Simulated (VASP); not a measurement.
P: single point with PBEsol

The system is P.

```
CELL_PARAMETERS angstrom
0.00000 1.91037 1.91037
1.91037 0.00000 1.91037
1.91037 1.91037 0.00000
ATOMIC_POSITIONS crystal
P 0.00000 0.00000 0.00000
```

```
Program             : VASP 6.6.1
Task                : single point
Functional          : PBEsol
Potentials or basis : VASP PAW PBE potentials, release 64 (P)
Cutoff              : 520 eV
k mesh              : 16 × 16 × 16
Occupations         : fermi-dirac, width 0.1 eV
Spin                : no spin polarisation
```

```json
{
 "Pressure": "0.9 GPa"
}
```

Levels at points of the mesh, in eV from the Fermi level:
| k point | band 1 | band 2 | band 3 | band 4 | band 5 | band 6 |
| --- | --- | --- | --- | --- | --- | --- |
| (0.00, 0.00, 0.00) | -16.76 | 7.23 | 7.23 | 7.23 | 11.58 | 11.58 |
| (0.50, 0.00, 0.00) | -10.60 | -8.38 | 5.13 | 5.13 | 10.59 | 10.59 |
| (0.50, 0.50, 0.00) | -7.81 | -6.97 | 0.76 | 0.76 | 4.26 | 5.06 |

It took 6.1 s on 1 thread of Intel Xeon 6975P-C, on a shared host, peak memory 0.12 GiB.

Caveat: the PAW data sets were made with another functional, which shifts forces and pressure a little.
